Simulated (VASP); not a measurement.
Crystal: KI.

```
K I
1.0
     2.48565   -4.30336    0.00000
     2.48565    4.30336    0.00000
     0.00000    0.00000    8.67931
K I
2 2
Direct
  0.50000 0.50000 0.50000
  0.50000 0.50000 0.00000
  0.83322 0.16678 0.25000
  0.16678 0.83322 0.75000
```

```yaml
Program: VASP 6.6.1
Task: relaxation of cell and atoms
Functional: LDA
Potentials_or_basis: VASP PAW LDA potentials, release 64 (K_sv, I)
Cutoff: 600 eV
k_mesh: 6 × 6 × 4
Occupations: fermi-dirac, width 0.02 eV
Spin: no spin polarisation
```

At the start: pressure -1.7 GPa; volume 46.42 Å³/atom.

Q: How do energy, volume and symmetry change on relaxing?

A: Over 12 steps the energy falls by 38.9 meV/atom and the volume is 39.90 Å³/atom (-14.0 %); space group P6_3/mmc (No. 194, to 0.1 Å) before and after.

The path:
```tsv
step	energy change (eV)	largest force (eV/Å)	pressure (GPa)	volume (Å³)
1	0.0000	0.0009	-1.66	185.68
2	-0.1081	0.0013	-1.05	173.08
3	-0.1543	0.0017	-0.16	161.46
4	-0.1551	0.0017	0.02	159.54
5	-0.1551	0.0017	-0.02	160.03
6	-0.1553	0.0013	-0.03	160.00
7	-0.1557	0.0001	-0.02	159.89
8	-0.1558	0.0005	-0.02	159.83
9	-0.1558	0.0005	-0.02	159.84
10	-0.1558	0.0002	-0.03	159.86
11	-0.1558	0.0004	-0.02	159.85
12	-0.1558	0.0001	0.00	159.60
```

Final structure:
```cif
data_structure
_symmetry_space_group_name_H-M 'P 1'
_symmetry_Int_Tables_number 1
_cell_length_a 4.7110
_cell_length_b 4.7110
_cell_length_c 8.3050
_cell_angle_alpha 90.000
_cell_angle_beta 90.000
_cell_angle_gamma 120.017
_cell_volume 159.60
loop_
_atom_site_label
_atom_site_type_symbol
_atom_site_fract_x
_atom_site_fract_y
_atom_site_fract_z
_atom_site_occupancy
K1 K 0.50000 0.50000 0.50000 1
K2 K 0.50000 0.50000 0.00000 1
I1 I 0.83329 0.16671 0.25000 1
I2 I 0.16671 0.83329 0.75000 1
```
